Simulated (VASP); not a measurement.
Write the native input for VASP 6.6.1 that does the following.

```
Task                   : single point
Functional             : PBE
Potentials or basis    : VASP PAW PBE potentials, release 64 (As, Ir)
Cutoff                 : 520 eV
k mesh                 : 6 × 6 × 2
Occupations            : gaussian, width 0.1 eV
Spin                   : no spin polarisation
Dipole correction      : no
Further INCAR settings : ALGO = Normal; EDIFF = 1e-06; NBANDS = 32
```

The structure of AsIr2 lies in POSCAR:

```
AsIr2
1.0
    2.9837757529      0.0000000000      0.0000000000
   -1.4918878765      2.5840256012      0.0000000000
    0.0000000000      0.0000000000     11.6056641236
As Ir
2 4
Direct
    0.3333333333      0.6666666667      0.2500000000
    0.6666666667      0.3333333333      0.7500000000
    0.3333333333      0.6666666667      0.6275000000
    0.6666666667      0.3333333333      0.1275000000
    0.3333333333      0.6666666667      0.8725000000
    0.6666666667      0.3333333333      0.3725000000
```

The input as run:

INCAR

```
  ALGO = Normal
  EDIFF = 1E-6
  ENCUT = 520
  GGA = PE
  ISIF = 2
  ISMEAR = 0
  LASPH = True
  LCHARG = True
  LELF = True
  LREAL = False
  LVHAR = True
  LWAVE = False
  NBANDS = 32
  NELM = 100
  PREC = Accurate
  SIGMA = 0.1
```

KPOINTS

```
k-points
0
Gamma
  6 6 2
```

Potentials or basis: VASP PAW PBE potentials, release 64 (As, Ir).

Run with:

```console
$ cat potpaw_PBE.64/As/POTCAR potpaw_PBE.64/Ir/POTCAR > POTCAR
$ mpirun -np 1 vasp_std > vasp.out
```

It gave:

The pressure is 61.4 GPa, the largest force is 8.498 eV/Å and the band gap on the k mesh is zero (bands 23 and 24 overlap by 3.16 eV).

Caveat: the k points lie up to 0.41 Å⁻¹ apart, too coarse for converged energies and pressures of a metal; spin-orbit coupling is left out, which moves the levels of the heavy elements; forces of over 1 eV/Å act on the atoms, so gaps and moduli don't describe the material at rest.

Wall time 26 s on 1 thread of Intel(R) Xeon(R) 6975P-C (Granite Rapids), on a shared host, peak memory 0.22 GiB.
